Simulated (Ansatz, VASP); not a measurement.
**One calculation of C, two programs**

```
CELL_PARAMETERS angstrom
0.00000 2.00576 2.00576
2.00576 0.00000 2.00576
2.00576 2.00576 0.00000
ATOMIC_POSITIONS crystal
C 0.25000 0.25000 0.25000
C 0.75000 0.75000 0.75000
C 0.00000 0.00000 0.00000
```

Alike in both runs: task relaxation of cell and atoms; functional PBE; k mesh 8 × 8 × 8; occupations gaussian, width 0.1 eV; no spin polarisation.

```csv
,VASP,Ansatz
version,VASP 6.6.1,Ansatz 0.2.0
potentials or method,"VASP PAW PBE potentials, release 64 (C), cutoff 600 eV","scalar-relativistic, plane waves, PAW"
valence electrons in the cell,12,12
```

```tsv
	VASP	Ansatz	Ansatz less VASP
gap on the k mesh at the Fermi level, each at its own relaxed structure (eV)	none	none	-
relaxed volume (Å³/atom)	6.76	6.78	+0.018
relaxed cell length with the largest relative difference (Å)	3.061	3.064	+0.0027
```

A gap of «none» marks a metal or a gap that the smearing closes.

Noted on VASP's run: the volume moved by over 15 % at a fixed basis, so the end points are rough.
